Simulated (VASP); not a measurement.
Here is a VASP 6.6.1 calculation.

Contents of INCAR:

```
SYSTEM = Hf3Si4O16
PREC = Accurate
ENCUT = 520
EDIFF = 1E-6
ISMEAR = -1
SIGMA = 0.01
LREAL = .FALSE.
LASPH = .TRUE.
NELM = 120
ALGO = Normal
ISIF = 2
LWAVE = .FALSE.
LCHARG = .FALSE.
GGA = PE
NBANDS = 88
NELECT = 146.0
GGA_COMPAT = .FALSE.
```

File KPOINTS:

```
regular mesh
0
G
  1 1 1
  0 0 0
```

Contents of POSCAR:

```
Hf3Si4O16
1.0
    6.6465279200      0.0000000000      0.0000000000
    0.0000000000      6.6465279200      0.0000000000
    0.0000000000      0.0000000000      6.0147349600
Hf Si O
3 4 16
Direct
    0.0001680514     -0.0000351814      0.0180984653
   -0.4998333059      0.4999436971      0.4843091854
    0.5001798713     -0.0000538069      0.7512370171
    0.0001692644      0.4999657842      0.7512215903
    0.5001587351     -0.0000609058      0.2512294222
    0.0001815175     -0.0000129764      0.4919438940
    0.5001958240      0.4999470179      0.0104999315
    0.0001934303      0.8175465693      0.3180586819
    0.5002463524      0.3031179974      0.8421356235
    0.2111206331      0.4999044347      0.6108849118
    0.6844049902     -0.0000769543      0.0774987530
    0.3159231000     -0.0000436453      0.0774834089
    0.7892310186      0.5000425137      0.6108587631
    0.0001654289      0.1824750643      0.3181000817
    0.5001154477      0.6967925977      0.8421521528
    0.3177436643      0.4998770682      0.1843884016
    0.8033415898     -0.0000686009      0.6603122620
    0.0002455114      0.7108945824      0.8915889710
    0.5001749263      0.1841768360      0.4249700245
    0.0000921945      0.2890247036      0.8915898941
    0.5001424694      0.8156966303      0.4249648985
    0.1970141679     -0.0000286068      0.6603284739
    0.6826705883      0.4999996411      0.1843628828
```

Potentials or basis: VASP PAW PBE potentials, release 64 (Hf_pv, Si, O).

Command:

```sh
$ cat potpaw_PBE.64/Hf_pv/POTCAR potpaw_PBE.64/Si/POTCAR potpaw_PBE.64/O/POTCAR > POTCAR
$ mpirun -np 1 vasp_gam > vasp.out
```

Task: Estimate the largest force.

Result: 0.198 eV/Å.

Forces in eV/Å, atoms in the order of the input:
```
Hf   0.000  0.001  0.082
Hf   0.001  0.000 -0.079
Hf   0.000  0.000  0.000
Si   0.000 -0.001  0.000
Si   0.000  0.000  0.000
Si   0.000  0.003  0.088
Si   0.002  0.001 -0.087
O    0.001 -0.013 -0.150
O   -0.001 -0.133 -0.081
O    0.185  0.000 -0.067
O    0.135  0.000 -0.119
O   -0.134  0.001 -0.118
O   -0.184 -0.001 -0.066
O    0.000  0.007 -0.150
O    0.001  0.132 -0.080
O   -0.011  0.000  0.149
O   -0.132  0.000  0.080
O   -0.002  0.186  0.067
O    0.001  0.135  0.119
O    0.002 -0.184  0.065
O    0.000 -0.134  0.119
O    0.130  0.001  0.080
O    0.008  0.000  0.149
```

Caveat: the k points lie up to 1.04 Å⁻¹ apart, too coarse for converged energies, forces and pressures; the cell carries a net charge on a neutralising background, which shifts energy and pressure.
